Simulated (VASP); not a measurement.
# PbO: single point with PBE

The system is PbO.

```
Pb O
1.0
     3.91478    0.00000    0.00000
     0.00000    3.91478    0.00000
     0.00000    0.00000    5.17266
Pb O
2 2
Direct
  0.00000 0.50000 0.23510
  0.50000 0.00000 0.76490
  0.00000 0.00000 0.00000
  0.50000 0.50000 0.00000
```

This cell differs from its parent crystal: strain -0.015 along x and y, +0.030 along z.

- Program: VASP 6.6.1
- Task: single point
- Functional: PBE
- Potentials or basis: VASP PAW PBE potentials, release 64 (Pb_d, O)
- Cutoff: 520 eV
- k mesh: 8 × 8 × 6
- Occupations: gaussian, width 0.05 eV
- Spin: no spin polarisation

```
Pressure               : 5.4 GPa
Largest force          : 0.320 eV/Å
Band gap on the k mesh : 1.13 eV, indirect (least direct gap 2.21 eV)
```

Forces on the atoms (eV/Å):
```
Pb   0.000  0.000  0.320
Pb   0.000  0.000 -0.320
O    0.000  0.000  0.000
O    0.000  0.000  0.000
```

Stress tensor (GPa, compression positive):
```
6.48 0.00 0.00
0.00 6.48 0.00
0.00 0.00 3.38
```

Levels at points of the mesh, in eV from the valence-band top:
```csv
k point,band 16,band 17,band 18,band 19,band 20,band 21,band 22,band 23,band 24,band 25
"(0.00, 0.00, 0.00)",-4.38,-1.86,-1.69,-1.69,0.00,2.33,5.28,5.68,5.68,6.41
"(0.50, 0.00, 0.00)",-3.43,-3.09,-3.09,-1.86,-1.86,3.22,3.22,6.52,6.52,6.75
"(0.50, 0.50, 0.00)",-3.69,-1.88,-1.88,-1.08,-1.08,1.13,1.13,5.09,5.09,7.49
"(0.00, 0.00, 0.50)",-4.25,-1.89,-1.71,-1.71,-1.29,2.13,4.06,4.06,4.48,8.47
"(0.50, 0.00, 0.50)",-3.81,-3.06,-3.06,-1.19,-1.19,2.89,2.89,6.42,6.42,7.27
"(0.50, 0.50, 0.50)",-4.08,-2.35,-2.35,-1.08,-1.08,3.29,3.29,4.45,4.45,5.78
```

Run time: 62 s on 1 thread of Intel(R) Xeon(R) 6975P-C (Granite Rapids), on a shared host, peak memory 0.25 GiB.

Caveat: the cell differs from its parent crystal (strain -0.015 along x and y, +0.030 along z); spin-orbit coupling is left out, which moves the levels of the heavy elements. A k mesh can miss the band edges.
